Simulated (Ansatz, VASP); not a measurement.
# Hg2O in VASP and in Ansatz

```
Hg O
1.0
     2.30144    1.32873    3.07284
    -2.30144    1.32873    3.07284
     0.00000   -2.65747    3.07284
Hg O
2 1
Direct
  0.56486 0.56486 0.56486
  0.09941 0.09941 0.09941
  0.83128 0.83128 0.83128
```

Alike in both runs: functional PBE; k mesh 4 × 4 × 4; occupations gaussian, width 0.15 eV; no spin polarisation.

Ansatz relaxed the structure, and its values are those at the end. VASP's run is a single point on that final structure, the one shown.

```csv
,VASP,Ansatz
version,VASP 6.6.1,Ansatz 0.2.0
potentials or method,"VASP PAW PBE potentials, release 64 (Hg, O), cutoff 600 eV","scalar-relativistic, plane waves, PAW"
valence electrons in the cell,30,46
```

|  | VASP | Ansatz | Ansatz less VASP |
| --- | --- | --- | --- |
| gap on the k mesh at the Fermi level (eV) | 0.15 | 0.14 | -0.008 |
| least direct gap on the mesh (eV) | 0.56 | 0.56 | +0.002 |
| pressure (GPa) | 0.4 | -0.2 | -0.56 |
| rms of the force components (eV/Å) | 0.008 | 0.008 | -0.0008 |

With one functional, cell and mesh, what is left measures potentials, basis and numerics. VASP's potentials hold 30 valence electrons a cell and Ansatz's 46, so a difference there can come from the potentials and not from the codes.

The k mesh is coarse, so the values compare programs but aren't converged. Spin-orbit coupling is off throughout.
